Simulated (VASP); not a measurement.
# HfO2: relaxation of the atoms with PBE

The system is HfO2, a slab with vacuum.

```
CELL_PARAMETERS angstrom
3.60456 0.00000 0.00000
-1.80228 3.12164 0.00000
0.00000 0.00000 25.30088
ATOMIC_POSITIONS crystal
O 0.00000 0.00000 0.29643
O 0.33333 0.66667 0.35459
O 0.66667 0.33333 0.41276
O 0.00000 0.00000 0.47092
O 0.33333 0.66667 0.52908
O 0.66667 0.33333 0.58724
O 0.00000 0.00000 0.64541
O 0.33333 0.66667 0.70357
Hf 0.66667 0.33333 0.32551
Hf 0.33333 0.66667 0.44184
Hf 0.00000 0.00000 0.55816
Hf 0.66667 0.33333 0.67449
```

- Program: VASP 6.6.1
- Task: relaxation of the atoms
- Functional: PBE
- Potentials or basis: VASP PAW PBE potentials, release 64 (O, Hf_pv)
- Cutoff: 520 eV
- k mesh: 9 × 9 × 1
- Occupations: gaussian, width 0.05 eV
- Spin: no spin polarisation
- Dipole correction: yes
- Further INCAR settings: ALGO = Normal; EDIFF = 1e-06; IBRION = 2; EDIFFG = -0.02; NSW = 80

| Item | Value |
| --- | --- |
| Energy gained by relaxing | 8.2 meV/atom |
| Ionic steps | 16 |
| Largest force after relaxing | 0.007 eV/Å |
| Band gap on the k mesh | 4.08 eV |

Forces in eV/Å, atoms in the order of the input:
```
O    0.000  0.000 -0.004
O    0.000  0.000 -0.001
O    0.000  0.000 -0.006
O    0.000  0.000 -0.002
O    0.000  0.000  0.002
O    0.000  0.000  0.006
O    0.000  0.000  0.001
O    0.000  0.000  0.004
Hf   0.000  0.000  0.000
Hf   0.000  0.000  0.007
Hf   0.000  0.000 -0.007
Hf   0.000  0.000  0.000
```

Step by step:
```tsv
step	energy change (eV)	largest force (eV/Å)	pressure (GPa)
1	0.0000	1.0640	-4.76
2	-0.0609	0.5312	-4.52
3	-0.0665	0.4868	-4.59
4	-0.0820	0.1776	-4.52
5	-0.0822	0.2116	-4.51
6	-0.0861	0.1297	-4.37
7	-0.0862	0.1311	-4.39
8	-0.0895	0.0929	-4.24
9	-0.0928	0.1350	-3.85
10	-0.0955	0.0835	-3.65
11	-0.0959	0.1312	-3.54
12	-0.0975	0.0708	-3.45
13	-0.0977	0.0752	-3.42
14	-0.0983	0.0364	-3.41
15	-0.0984	0.0414	-3.40
16	-0.0985	0.0066	-3.39
```

Final structure:
```xyz
12
Lattice="3.6046 0.0000 0.0000 -1.8023 3.1216 0.0000 0.0000 0.0000 25.3009" Properties=species:S:1:pos:R:3 pbc="T T T"
O     0.0000    0.0000    7.5466
O     0.0000    2.0811    9.0485
O     1.8023    1.0405   10.4515
O     0.0000    0.0000   11.9045
O     0.0000    2.0811   13.3964
O     1.8023    1.0405   14.8493
O    -1.8023    3.1216   16.2523
O     0.0000    2.0811   17.7543
Hf    1.8023    1.0405    8.3254
Hf    0.0000    2.0811   11.1828
Hf   -1.8023    3.1216   14.1181
Hf    1.8023    1.0405   16.9754
```

Levels at points of the mesh, in eV from the valence-band top:
| k point | band 40 | band 41 | band 42 | band 43 | band 44 | band 45 | band 46 | band 47 | band 48 | band 49 |
| --- | --- | --- | --- | --- | --- | --- | --- | --- | --- | --- |
| (0.00, 0.00, 0.00) | -0.82 | -0.50 | -0.50 | -0.38 | -0.38 | 4.11 | 4.11 | 4.50 | 4.50 | 4.76 |

Run time: 17 min on 2 MPI ranks on Intel(R) Xeon(R) Platinum 8488C (Sapphire Rapids) (shared host), peak memory 0.48 GiB a rank.

Caveat: spin-orbit coupling is left out, which moves the levels of the heavy elements.
